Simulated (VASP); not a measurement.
Here is a VASP 6.6.1 calculation.

The input INCAR:

```
ALGO = Normal
EDIFF = 1E-7
ENCUT = 520
GGA = PE
ISIF = 2
ISMEAR = 0
LASPH = T
LCHARG = F
LREAL = Auto
LWAVE = F
NBANDS = 70
NELM = 100
PREC = Accurate
SIGMA = 0.1
```

File KPOINTS:

```
Automatic mesh
0
Gamma
  4 4 4
  0.5 0.5 0.5
```

File POSCAR:

```
Ti5Al16
1.0
   -5.7680202884     -1.9226734295      4.3114047960
   -1.9226734295      5.7680202884     -4.3114047960
    1.9226734295     -5.7680202884     -4.3114047960
Ti Al
5 16
Direct
    0.3760325680      0.6109700181      0.8198554109
    0.0225877812      0.0432968153      0.0342185801
    0.1989944412      0.8112410922      0.4110587215
    0.8080891871      0.1880550348      0.6117347363
    0.5903309704      0.4029815676      0.1791691937
    0.8107734162      0.7474570421      0.1630017708
    0.3834155156      0.0597254092      0.2712647233
    0.5873227083      0.9517965450      0.7357883272
    0.1993078709      0.3112402071      0.9111143547
    1.0155269730      0.4864208215      0.4746698422
    0.6990791793      0.0612817004      0.1612176382
    0.3243666031      0.4660595510      0.3764427202
    0.5098243581      0.2816079454      0.7562111893
    0.0745935343      0.6518975229      0.9413613831
    0.8888810570      0.8460061530      0.5707067111
    0.4892062913      0.7509242359      0.2603064543
    0.1089794457      0.1617240523      0.4715718397
    0.2894838418      0.9619751572      0.8521373129
    0.9092254568      0.3704677830      0.0605843907
    0.7002241011      0.4319569485      0.5316938659
    0.6990731077      0.6908451756      0.7903818451
```

Potentials or basis: VASP PAW PBE potentials, release 64 (Ti_sv, Al).

Launch:

```sh
$ cat potpaw_PBE.64/Ti_sv/POTCAR potpaw_PBE.64/Al/POTCAR > POTCAR
$ mpirun -np 1 vasp_std > vasp.out
```

(1) Estimate the band gap on the k mesh.

(2) Predict the largest force.

Answers

(1) zero (bands 54 and 55 overlap by 0.02 eV).

(2) 0.021 eV/Å.

Caveat: the cell differs from its parent crystal (with an interstitial atom, then relaxed in part).
